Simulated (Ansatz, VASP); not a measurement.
**Rh: VASP beside Ansatz**

```
Rh
1.0
     0.00000    1.91606    1.91606
     1.91606    0.00000    1.91606
     1.91606    1.91606    0.00000
Rh
1
Direct
  0.00000 0.00000 0.00000
```

Alike in both runs: task single point; functional PBE; k mesh 4 × 4 × 4; occupations fermi-dirac, width 0.1 eV; no spin polarisation.

|  | VASP | Ansatz |
| --- | --- | --- |
| version | VASP 6.6.1 | Ansatz 0.2.0 |
| potentials or method | VASP PAW PBE potentials, release 64 (Rh_pv), cutoff 520 eV | plane waves (420 eV) with PAW, scalar-relativistic |
| valence electrons in the cell | 15 | 17 |

```csv
,VASP,Ansatz,Ansatz less VASP
pressure (GPa),-6.8,-6.9,-0.04
```

VASP's potentials hold 15 valence electrons a cell and Ansatz's 17, so a difference there can come from the potentials and not from the codes.

The k mesh is coarse, so the values compare programs but aren't converged.
